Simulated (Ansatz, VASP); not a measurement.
Two plane-wave programs on InSe3

```
CELL_PARAMETERS angstrom
4.98452 0.00000 0.00000
0.00000 4.98452 0.00000
0.00000 0.00000 3.55907
ATOMIC_POSITIONS crystal
In 0.00000 0.00000 0.00000
Se 0.00000 0.50000 0.50000
Se 0.50000 0.00000 0.50000
Se 0.50000 0.50000 0.00000
```

Alike in both runs: functional PBE; k mesh 10 × 10 × 14; occupations gaussian, width 0.1 eV; no spin polarisation.

Ansatz relaxed the structure, and its values are those at the end. VASP's run is a single point on that final structure, the one shown.

|  | VASP | Ansatz |
| --- | --- | --- |
| version | VASP 6.6.1 | Ansatz 0.2.0 |
| potentials or method | VASP PAW PBE potentials, release 64 (In_d, Se), cutoff 520 eV | scalar-relativistic, plane waves, PAW |
| valence electrons in the cell | 31 | 61 |

|  | VASP | Ansatz | Ansatz less VASP |
| --- | --- | --- | --- |
| gap on the k mesh at the Fermi level (eV) | none | none | - |
| pressure (GPa) | 0.0 | 0.0 | -0.01 |

A gap of «none» marks a metal or a gap that the smearing closes. With one functional, cell and mesh, what is left measures potentials, basis and numerics. VASP's potentials hold 31 valence electrons a cell and Ansatz's 61, so a difference there can come from the potentials and not from the codes.
